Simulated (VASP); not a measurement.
A run of VASP 6.6.1 is set up as follows.

File POSCAR:

```
Pt
1.0
    2.7789487024      0.0000000000      0.0000000000
   -1.3894743512      2.4066401720      0.0000000000
    0.0000000000      0.0000000000      4.8238709117
Pt
2
Direct
    0.3333333333      0.6666666667      0.2500000000
    0.6666666667      0.3333333333      0.7500000000
```

INCAR.step1

```
PREC     = Accurate       # precision mode
ENCUT    = 550            # plane-wave cutoff, eV
ISMEAR   = -1             # smearing method
SIGMA    = 0.05           # smearing width, eV
LREAL    = False          # projectors in reciprocal space
LASPH    = True           # aspherical terms in the spheres
NELM     = 120            # most SCF steps
NBANDS   = 25             # bands
GGA      = PE             # functional
ALGO     = Normal         # electronic algorithm
EDIFF    = 1E-5           # SCF threshold, eV
LWAVE    = True           # write WAVECAR
LCHARG   = False          # write CHGCAR
GGA_COMPAT= False
```

The input INCAR.step2:

```
PREC     = Accurate       # precision mode
ENCUT    = 550            # plane-wave cutoff, eV
EDIFF    = 1E-6           # SCF threshold, eV
ISMEAR   = -1             # smearing method
SIGMA    = 0.05           # smearing width, eV
LREAL    = False          # projectors in reciprocal space
LASPH    = True           # aspherical terms in the spheres
NELM     = 120            # most SCF steps
ALGO     = Normal         # electronic algorithm
ISIF     = 2              # what is computed and relaxed
LWAVE    = False          # write WAVECAR
LCHARG   = False          # write CHGCAR
METAGGA  = R2SCAN         # meta-GGA
LMIXTAU  = True         
NBANDS   = 25             # bands
ISTART   = 1            
GGA_COMPAT= False
```

File KPOINTS:

```
regular mesh
0
Gamma
  11 11 6
```

Potentials or basis: VASP PAW PBE potentials, release 64 (Pt_sv_GW).

Command:

```console
$ cat potpaw_PBE.64/Pt_sv_GW/POTCAR > POTCAR
$ cp INCAR.step1 INCAR
$ mpirun -np 1 vasp_std > vasp.out
$ cp INCAR.step2 INCAR
$ mpirun -np 1 vasp_std > vasp.out
```

Problem. Predict the band gap on the k mesh.

Solution. Zero (band 18 reaches 9.66 eV, above the bottom of band 19 at 8.42 eV).

Problem. What does it give for the pressure?

Solution. -12.5 GPa.

Stress tensor (GPa, compression positive):
```
-12.95   0.00   0.00
  0.00 -12.95   0.00
  0.00   0.00 -11.56
```

Caveat: the PAW data sets were made with another functional, which shifts forces and pressure a little; spin-orbit coupling is left out, which moves the levels of the heavy elements.
